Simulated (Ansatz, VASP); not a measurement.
Two plane-wave programs on MgO

Contents of INCAR:

```
ALGO = Normal ; EDIFF = 1E-6
ENCUT = 520 ; ISIF = 2
ISMEAR = 0 ; LASPH = True
LCHARG = False ; LREAL = False
LWAVE = False ; NBANDS = 36
NELM = 60 ; PREC = Accurate
SIGMA = 0.05
```

KPOINTS

```
k-points
0
Gamma
  4 4 4
```

The input POSCAR:

```
MgO
1.0
    5.5230736673      0.0000000000      0.0000000000
    0.0000000000      5.5230736673      0.0000000000
    0.0000000000      0.0000000000      5.5230736673
Mg O
6 6
Direct
    0.2500000000      0.0000633792      0.5000000000
    0.0000000000      0.4999366208      0.2500000000
    0.5000000000      0.7500000000      0.0000000000
    0.7500000000      0.0000633792      0.5000000000
    0.0000000000      0.4999366208      0.7500000000
    0.5000000000      0.2500000000      0.0000000000
    0.2500000000      0.5072430363      0.0000000000
    0.5000000000     -0.0072430363      0.2500000000
    0.0000000000      0.7500000000      0.5000000000
    0.7500000000      0.5072430363      0.0000000000
    0.5000000000     -0.0072430363      0.7500000000
    0.0000000000      0.2500000000      0.5000000000
```

Input for Ansatz:

```yaml
crystal:
  lattice:
    - [5.5230736673, 0.0, 0.0]
    - [0.0, 5.5230736673, 0.0]
    - [0.0, 0.0, 5.5230736673]
  atoms:
    - { symbol: Mg, position: [0.25, 6.33792e-05, 0.5] }
    - { symbol: Mg, position: [0.0, 0.4999366208, 0.25] }
    - { symbol: Mg, position: [0.5, 0.75, 0.0] }
    - { symbol: Mg, position: [0.75, 6.33792e-05, 0.5] }
    - { symbol: Mg, position: [0.0, 0.4999366208, 0.75] }
    - { symbol: Mg, position: [0.5, 0.25, 0.0] }
    - { symbol: O, position: [0.25, 0.5072430363, 0.0] }
    - { symbol: O, position: [0.5, -0.0072430363, 0.25] }
    - { symbol: O, position: [0.0, 0.75, 0.5] }
    - { symbol: O, position: [0.75, 0.5072430363, 0.0] }
    - { symbol: O, position: [0.5, -0.0072430363, 0.75] }
    - { symbol: O, position: [0.0, 0.25, 0.5] }
basis:
  ecutwfc: 520.0
kpoints:
  mp_grid: { grid: [4, 4, 4] }
hamiltonian:
  xc: lda
  pseudopotentials: { kind: paw, azcp: { folder: soft_1 } }
scf:
  occupations: { method: gaussian, width: 0.05 }
output:
  forces: true
  stress: true
  eigenvalues: true
```

Change from the starting cell: mode 14 frozen in at -0.014 Å and mode 24 at +0.029 Å (largest displacements).

Alike in both runs: task single point; functional LDA; k mesh 4 × 4 × 4; occupations gaussian, width 0.05 eV; no spin polarisation.

|  | VASP | Ansatz |
| --- | --- | --- |
| version | VASP 6.6.1 | Ansatz 0.2.0 |
| potentials or method | VASP PAW LDA potentials, release 64 (Mg, O), cutoff 520 eV | scalar-relativistic, plane waves, PAW |
| valence electrons in the cell | 48 | 96 |

Ansatz gave:

```
gap on the k mesh at the Fermi level (eV) : 2.86
least direct gap on the mesh (eV)         : 2.86
pressure (GPa)                            : 0.0
rms of the force components (eV/Å)        : 0.188
```

Estimate VASP's values.

gap on the k mesh at the Fermi level (eV): 2.85; least direct gap on the mesh (eV): 2.85; pressure (GPa): -0.8; rms of the force components (eV/Å): 0.192.

Ansatz warns that its potentials were made for another functional, while VASP's fit it. LDA's correlation is that of Perdew and Zunger in VASP and of Perdew and Wang (1992) in Ansatz. Atom by atom the forces differ by 0.005 eV/Å (rms over components). VASP's potentials hold 48 valence electrons a cell and Ansatz's 96, so a difference there can come from the potentials and not from the codes.
